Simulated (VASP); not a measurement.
# Ca (Fm-3m) in VASP: a series of runs

Ca is run at these levels: PBE; tasks: single point.

Everything below comes from runs of VASP 6.6.1. Logs are shortened: lines on timing, memory, paths and dates and some standing lists are left out, and cuts for length are marked.

**1. The cell of the first run**

It takes space group Fm-3m (No. 225, cubic). Conventional cell: a = 5.525 Å, b = 5.525 Å, c = 5.525 Å, α = 90.00°, β = 90.00°, γ = 90.00°. Within 5.1 Å of Ca (site symmetry m-3m) lie 12 Ca at 3.91 Å.

**2. Single point, PBE**

File INCAR:

```
  PREC = Accurate
  ENCUT = 520
  EDIFF = 1E-7
  ISMEAR = 0
  SIGMA = 0.6
  LREAL = False
  LASPH = True
  NELM = 80
  ALGO = Normal
  ISIF = 2
  LWAVE = False
  LCHARG = False
  GGA = PE
  NBANDS = 11
```

File KPOINTS:

```
regular mesh
0
Gamma
  10 10 10
```

File POSCAR:

```
Ca
1.0
    0.0000000000      2.7627089163      2.7627089163
    2.7627089163      0.0000000000      2.7627089163
    2.7627089163      2.7627089163      0.0000000000
Ca
1
Direct
    0.0000000000      0.0000000000      0.0000000000
```

Potentials or basis: VASP PAW PBE potentials, release 64 (Ca_sv).

Command:

```bash
cat potpaw_PBE.64/Ca_sv/POTCAR > POTCAR
mpirun -np 1 vasp_std > vasp.out
```

OUTCAR:

```text
PREC = Accurate
   ENCUT = 520
   EDIFF = 1E-7
   ISMEAR = 0
   LREAL = False
   LASPH = True
   NELM = 80
   ISIF = 2
   GGA = PE

 ion  position               nearest neighbor table
   1  0.000  0.000  0.000-

  LATTYP: Found a face centered cubic cell.
 ALAT       =     5.5254178326

  Lattice vectors:

 A1 = (   0.0000000000,   2.7627089163,   2.7627089163)
 A2 = (   2.7627089163,   0.0000000000,   2.7627089163)
 A3 = (   2.7627089163,   2.7627089163,   0.0000000000)

Analysis of symmetry for initial positions (statically):
=====================================================================
 Subroutine PRICEL returns:
 Original cell was already a primitive cell.

 Routine SETGRP: Setting up the symmetry group for a
 face centered cubic supercell.

 Subroutine GETGRP returns: Found 48 space group operations
 (whereof 48 operations were pure point group operations)
 out of a pool of 48 trial point group operations.

The static configuration has the point symmetry O_h .

Analysis of symmetry for dynamics (positions and initial velocities):
=====================================================================
 Subroutine PRICEL returns:
 Original cell was already a primitive cell.

 Routine SETGRP: Setting up the symmetry group for a
 face centered cubic supercell.

 Subroutine GETGRP returns: Found 48 space group operations
 (whereof 48 operations were pure point group operations)
 out of a pool of 48 trial point group operations.

The dynamic configuration has the point symmetry O_h .

 Subroutine INISYM returns: Found 48 space group operations
 (whereof 48 operations are pure point group operations),
 and found     1 'primitive' translations

----------------------------------------------------------------------------------------

                                     Primitive cell

  volume of cell :      42.1731

  direct lattice vectors                    reciprocal lattice vectors
     0.000000000  2.762708916  2.762708916    -0.180981788  0.180981788  0.180981788
     2.762708916  0.000000000  2.762708916     0.180981788 -0.180981788  0.180981788
     2.762708916  2.762708916  0.000000000     0.180981788  0.180981788 -0.180981788

  length of vectors
     3.907060418  3.907060418  3.907060418     0.313469652  0.313469652  0.313469652

  position of ions in fractional coordinates (direct lattice)
     0.000000000  0.000000000  0.000000000

  ion indices of the primitive-cell ions
   primitive index   ion index
                 1           1

----------------------------------------------------------------------------------------

 KPOINTS: regular mesh

Automatic generation of k-mesh.
 Grid dimensions read from file:
 generate k-points for:   10   10   10

 Generating k-lattice:

  Cartesian coordinates                     Fractional coordinates (reciprocal lattice)
    -0.018098179  0.018098179  0.018098179     0.100000000  0.000000000  0.000000000
     0.018098179 -0.018098179  0.018098179     0.000000000  0.100000000  0.000000000
     0.018098179  0.018098179 -0.018098179     0.000000000  0.000000000  0.100000000

  Length of vectors
     0.031346965  0.031346965  0.031346965

  Shift w.r.t. Gamma in fractional coordinates (k-lattice)
     0.000000000  0.000000000  0.000000000

 Subroutine IBZKPT returns following result:
 ===========================================

 Found     47 irreducible k-points:

 Following reciprocal coordinates:
            Coordinates               Weight
  0.000000  0.000000  0.000000      1.000000
  0.100000  0.000000  0.000000      8.000000
  0.200000  0.000000  0.000000      8.000000
  0.300000  0.000000  0.000000      8.000000
  0.400000  0.000000  0.000000      8.000000
  0.500000  0.000000  0.000000      4.000000
[... 16 lines left out ...]
  0.300000  0.300000  0.000000      6.000000
  0.400000  0.300000  0.000000     24.000000
 [... further k-points ...]
   k-points           NKPTS =     47   k-points in BZ     NKDIM =     47   number of bands    NBANDS=     11
   number of dos      NEDOS =    301   number of ions     NIONS =      1
   total plane-waves  NPLWV =  27000
   dimension x,y,z NGX =    30 NGY =   30 NGZ =   30
   dimension x,y,z NGXF=    60 NGYF=   60 NGZF=   60
   ions per type =               1
   NGX,Y,Z   is equivalent  to a cutoff of  12.77, 12.77, 12.77 a.u.
   NGXF,Y,Z  is equivalent  to a cutoff of  25.53, 25.53, 25.53 a.u.
 SYSTEM =  unknown system
   PREC   = accura    normal or accurate (medium, high low for compatibility)
   ISTART =      0    job   : 0-new  1-cont  2-samecut
   ICHARG =      2    charge: 1-file 2-atom 10-const
   ISPIN  =      1    spin polarized calculation?
   LNONCOLLINEAR =      F non collinear calculations
   LSORBIT =      F    spin-orbit coupling
   LASPH  =      T    aspherical Exc in radial PAW
   ENCUT  =  520.0 eV  38.22 Ry    6.18 a.u.   7.26  7.26  7.26*2*pi/ulx,y,z
   NELM   =     80;   NELMIN=  2; NELMDL= -5     # of ELM steps
   EDIFF  = 0.1E-06   stopping-criterion for ELM
   LREAL  =      F    real-space projection
   EDIFFG = 0.1E-05   stopping-criterion for IOM
   NSW    =      0    number of steps for IOM
   IBRION =     -1    ionic relax: 0-MD 1-quasi-New 2-CG
   NFREE  =      0    steps in history (QN), initial steepest desc. (CG)
   ISIF   =      2    stress and relaxation
   ISYM   =      2    0-nonsym 1-usesym 2-fastsym
   POTIM  = 0.5000    time-step for ionic-motion
   TEBEG  =    0.0;   TEEND  =   0.0 temperature during run
   PSTRESS=    0.0 pullay stress
   NELECT =      10.0000    total number of electrons
   NUPDOWN=      -1.0000    fix difference up-down
   EMIN   =  10.00;   EMAX   =-10.00  energy-range for DOS
   EFERMI =   0.00;   METHOD = LEGACY
   ISMEAR =     0;   SIGMA  =   0.60  broadening in eV -4-tet -1-fermi 0-gaus
   EFERMI_NEDOS =   21; number of points for ismear=-14 and -15
   IALGO  =     38    algorithm
   IMIX   =      4    mixing-type and parameters
     AMIX     =   0.40;   BMIX     =  1.00
     AMIX_MAG =   1.60;   BMIX_MAG =  1.00
  volume/ion in A,a.u.               =      42.17       284.60
  Fermi-wavevector in a.u.,A,eV,Ry     =   1.013281  1.914823 13.969611  1.026737
  Thomas-Fermi vector in A             =   2.146440
   LORBIT       =      0    0 simple, 1 ext, 2 COOP (PROOUT), +10 PAW based schemes
   GGA     = PE    functional components
   LHFCALC =     F    Hartree Fock is set to
   AEXX    =    0.0000 exact exchange contribution
   IVDW    =     0    specifies the selected vdW correction
   LEPSILON=     F    determine dielectric tensor
   LRPA    =     F    only Hartree local field effects (RPA)
 non-spin polarized calculation
 Gauss-broadening in eV      SIGMA  =   0.60
  energy-cutoff  :      520.00
  volume of cell :       42.17
 maximum number of plane-waves:      1158
 NGX is ok and might be reduce to    30
   NGX = 15   NGY = 15   NGZ = 15

 number of electron      10.0000001 magnetization

 Free energy of the ion-electron system (eV)
  ---------------------------------------------------
  ext. energy  EPLUGINS =         0.00000000
  ---------------------------------------------------
  free energy    TOTEN  =        -2.03895731 eV

  energy without entropy =       -1.82210450  energy(sigma->0) =       -1.93053090

 E-fermi :   1.9320     XC(G=0):  -7.7313

 val. band max:        1.8664152263   @ k =  -0.4000   0.4000   0.0000
 cond. band min:       1.9347414404   @ k =   0.5000   0.1000   0.0000
 fundamental gap:      0.0683262141
 Fermi energy:         1.9320163385

 k-point     1 :       0.0000    0.0000    0.0000
  band No.  band energies     occupation
      1     -39.9923      2.00000
      2     -20.9133      2.00000
      3     -20.9133      2.00000
      4     -20.9133      2.00000
      5      -2.0600      2.00000
      6       4.3324      0.00000
      7       4.3324      0.00000
      8       4.3324      0.00000
      9       5.4136      0.00000
     10       5.4136      0.00000
     11      11.0815      0.00000

 k-point     2 :       0.1000    0.0000    0.0000
  band No.  band energies     occupation
      1     -39.9910      2.00000
      2     -20.9268      2.00000
      3     -20.9151      2.00000
      4     -20.9151      2.00000
      5      -1.8891      2.00000
      6       4.1488      0.00000
      7       4.3950      0.00000
      8       4.3950      0.00000
      9       5.3604      0.00000
     10       5.3604      0.00000
     11      11.2589      0.00000

 k-point     3 :       0.2000    0.0000    0.0000
  band No.  band energies     occupation
      1     -39.9875      2.00000
      2     -20.9620      2.00000
      3     -20.9199      2.00000
      4     -20.9199      2.00000
      5      -1.3936      2.00000
      6       3.6896      0.00003
      7       4.4838      0.00000
      8       4.4838      0.00000
      9       5.3360      0.00000
     10       5.3360      0.00000
     11      10.1506      0.00000

 k-point     4 :       0.3000    0.0000    0.0000
  band No.  band energies     occupation
      1     -39.9833      2.00000
      2     -21.0050      2.00000
      3     -20.9259      2.00000
      4     -20.9259      2.00000
      5      -0.6271      2.00000
      6       3.0884      0.00642
      7       4.4103      0.00000
      8       4.4103      0.00000
      9       5.5753      0.00000
     10       5.5753      0.00000
     11       8.6738      0.00000
[... 239 lines left out ...]
 k-point    22 :      -0.2000    0.2000    0.0000
  band No.  band energies     occupation
      1     -39.9818      2.00000
      2     -20.9983      2.00000
      3     -20.9521      2.00000
      4     -20.9253      2.00000
      5      -0.3694      2.00000
      6       3.1984      0.00284
      7       3.9197      0.00000
      8       4.7928      0.00000
      9       5.0084      0.00000
     10       6.0424      0.00000
     11       9.1067      0.00000

 k-point    23 :       0.3000    0.3000    0.0000
  band No.  band energies     occupation
      1     -39.9803      2.00000
      2     -21.0008      2.00000
      3     -20.9467      2.00000
      4     -20.9467      2.00000
      5      -0.1879      2.00000
      6       3.0543      0.00816
      7       3.8512      0.00001
      8       5.1839      0.00000
      9       5.1839      0.00000
     10       5.8456      0.00000
     11      10.0234      0.00000

 k-point    24 :       0.4000    0.3000    0.0000
  band No.  band energies     occupation
      1     -39.9776      2.00000
      2     -21.0194      2.00000
      3     -20.9567      2.00000
      4     -20.9524      2.00000
      5       0.4633      1.99946
      6       2.8230      0.03572
      7       3.4796      0.00026
      8       5.2965      0.00000
      9       5.6027      0.00000
     10       6.0514      0.00000
     11       8.6192      0.00000

 [... further k-points ...]
[... 5 lines left out ...]
  --------------------------------------------------------------------------------------
  -------------------------------------------------------------------------------------
  Total        0.0332989      0.0332989      0.0332989     -0.0000000      0.0000000     -0.0000000
  in kB        1.2650409      1.2650409      1.2650409     -0.0000000      0.0000000     -0.0000000
  external PRESSURE =       1.2650409 kB  Pullay stress =       0.0000000 kB

 VOLUME and BASIS-vectors are now :
 -----------------------------------------------------------------------------
  energy-cutoff  :      520.00
  volume of cell :       42.17
      direct lattice vectors                 reciprocal lattice vectors
     0.000000000  2.762708916  2.762708916    -0.180981788  0.180981788  0.180981788
     2.762708916  0.000000000  2.762708916     0.180981788 -0.180981788  0.180981788
     2.762708916  2.762708916  0.000000000     0.180981788  0.180981788 -0.180981788

 POSITION                                       TOTAL-FORCE (eV/Angst)
 -----------------------------------------------------------------------------------
      0.00000      0.00000      0.00000         0.000000      0.000000      0.000000
 -----------------------------------------------------------------------------------
    total drift:                               -0.000000     -0.000000      0.000000

  FREE ENERGIE OF THE ION-ELECTRON SYSTEM (eV)
  ---------------------------------------------------
  free  energy   TOTEN  =        -2.0389573060 eV

  energy  without entropy=       -1.8221044991  energy(sigma->0) =       -1.93053090
```

Wall time 39 s (1 thread of Intel Xeon 8259CL, shared host); peak memory 0.17 GiB.

Results:

```
Free energy            : -2.0390 eV
Pressure               : 0.1 GPa
Band gap on the k mesh : zero (bands 5 and 6 overlap by 0.28 eV)
```

Levels at points of the mesh, in eV from the Fermi level:
```csv
k point,band 3,band 4,band 5,band 6,band 7,band 8
"(0.00, 0.00, 0.00)",-22.85,-22.85,-3.99,2.40,2.40,2.40
"(0.50, 0.00, 0.00)",-22.86,-22.86,-0.94,-0.13,2.29,2.29
"(0.50, 0.50, 0.00)",-22.90,-22.90,-0.41,0.63,1.00,4.17
```

Caveat: so wide a smearing shifts energies and pressures.

**3. Single point, PBE**

File INCAR:

```
  PREC = Accurate
  ENCUT = 520
  EDIFF = 1E-7
  ISMEAR = 0
  SIGMA = 1.0
  LREAL = F
  LASPH = T
  NELM = 60
  ALGO = Normal
  ISIF = 2
  LWAVE = F
  LCHARG = F
  GGA = PE
  NBANDS = 11
```

KPOINTS is that of step 2.

POSCAR is that of step 2.

Potentials or basis: VASP PAW PBE potentials, release 64 (Ca_sv).

Command:

```bash
cat potpaw_PBE.64/Ca_sv/POTCAR > POTCAR
mpirun -np 1 vasp_std > vasp.out
```

OUTCAR:

```text
PREC = Accurate
   ENCUT = 520
   EDIFF = 1E-7
   ISMEAR = 0
   LREAL = F
   LASPH = T
   NELM = 60
   ISIF = 2
   GGA = PE

 ion  position               nearest neighbor table
   1  0.000  0.000  0.000-

  LATTYP: Found a face centered cubic cell.
 ALAT       =     5.5254178326

  Lattice vectors:

 A1 = (   0.0000000000,   2.7627089163,   2.7627089163)
 A2 = (   2.7627089163,   0.0000000000,   2.7627089163)
 A3 = (   2.7627089163,   2.7627089163,   0.0000000000)

Analysis of symmetry for initial positions (statically):
[... 505 lines left out ...]
      3     -20.8631      2.00000
      4     -20.8587      2.00000
      5       0.4750      1.94950
      6       2.8585      0.15704
      7       3.5143      0.01915
      8       5.3541      0.00000
      9       5.6602      0.00000
     10       6.1242      0.00000
     11       8.6520      0.00000

 [... further k-points ...]
[... 5 lines left out ...]
  --------------------------------------------------------------------------------------
  -------------------------------------------------------------------------------------
  Total        0.0806233      0.0806233      0.0806233      0.0000000      0.0000000     -0.0000000
  in kB        3.0629201      3.0629201      3.0629201      0.0000000      0.0000000     -0.0000000
  external PRESSURE =       3.0629201 kB  Pullay stress =       0.0000000 kB

 VOLUME and BASIS-vectors are now :
 -----------------------------------------------------------------------------
  energy-cutoff  :      520.00
  volume of cell :       42.17
      direct lattice vectors                 reciprocal lattice vectors
     0.000000000  2.762708916  2.762708916    -0.180981788  0.180981788  0.180981788
     2.762708916  0.000000000  2.762708916     0.180981788 -0.180981788  0.180981788
     2.762708916  2.762708916  0.000000000     0.180981788  0.180981788 -0.180981788

 POSITION                                       TOTAL-FORCE (eV/Angst)
 -----------------------------------------------------------------------------------
      0.00000      0.00000      0.00000        -0.000000      0.000000     -0.000000
 -----------------------------------------------------------------------------------
    total drift:                               -0.000000     -0.000000      0.000000

  FREE ENERGIE OF THE ION-ELECTRON SYSTEM (eV)
  ---------------------------------------------------
  free  energy   TOTEN  =        -2.2320297534 eV

  energy  without entropy=       -1.6344319789  energy(sigma->0) =       -1.93323087
```

OSZICAR:

```text
N       E                     dE             d eps       ncg     rms          rms(c)
DAV:   1     0.685537197612E+02    0.68554E+02   -0.50128E+03  1034   0.821E+02
DAV:   2    -0.713566503730E+00   -0.69267E+02   -0.68553E+02  1127   0.214E+02
DAV:   3    -0.218198999602E+01   -0.14684E+01   -0.14479E+01  1501   0.305E+01
DAV:   4    -0.224792794159E+01   -0.65938E-01   -0.65562E-01  1329   0.532E+00
DAV:   5    -0.225032735748E+01   -0.23994E-02   -0.23990E-02  1476   0.738E-01    0.234E+00
DAV:   6    -0.223483245881E+01    0.15495E-01   -0.22307E-02  1282   0.152E+00    0.145E+00
DAV:   7    -0.223279764971E+01    0.20348E-02   -0.25636E-02  1248   0.175E+00    0.138E-01
DAV:   8    -0.223201269947E+01    0.78495E-03   -0.31311E-03  1220   0.569E-01    0.154E-02
DAV:   9    -0.223202838495E+01   -0.15685E-04   -0.11626E-04  1466   0.825E-02    0.737E-03
DAV:  10    -0.223203058501E+01   -0.22001E-05   -0.11079E-05  1369   0.333E-02    0.238E-03
DAV:  11    -0.223202966301E+01    0.92201E-06   -0.43035E-07  1250   0.744E-03    0.194E-03
DAV:  12    -0.223202975343E+01   -0.90426E-07   -0.76847E-08   890   0.260E-03
   1 F= -.22320298E+01 E0= -.19332309E+01  d E =-.597598E+00
```

stdout:

```text
POSCAR found type information on POSCAR Ca
 POSCAR found :  1 types and       1 ions
 scaLAPACK will be used
 LDA part: xc-table for (Slater+PW92), standard interpolation
 POSCAR, INCAR and KPOINTS ok, starting setup
 FFT: planning ... GRIDC
 FFT: planning ... GRID_SOFT
 FFT: planning ... GRID
 WAVECAR not read
 entering main loop
```

Wall time 38 s (1 thread of Intel Xeon 8259CL, shared host); peak memory 0.17 GiB.

Results:

- Free energy: -2.2320 eV
- Pressure: 0.3 GPa
- Band gap on the k mesh: zero (bands 5 and 6 overlap by 0.30 eV)

Levels at points of the mesh, in eV from the Fermi level:
```
           k point  band 2  band 3  band 4  band 5  band 6  band 7  band 8  band 9
(0.00, 0.00, 0.00)  -22.68  -22.68  -22.68   -3.91    2.53    2.53    2.53    3.62
(0.50, 0.00, 0.00)  -22.82  -22.70  -22.70   -0.85   -0.05    2.41    2.41    4.32
(0.50, 0.50, 0.00)  -22.81  -22.73  -22.73   -0.32    0.74    1.09    4.31    4.50
```

Caveat: so wide a smearing shifts energies and pressures.

The gap in the log of VASP goes by the Fermi energy; the results here count the filled bands.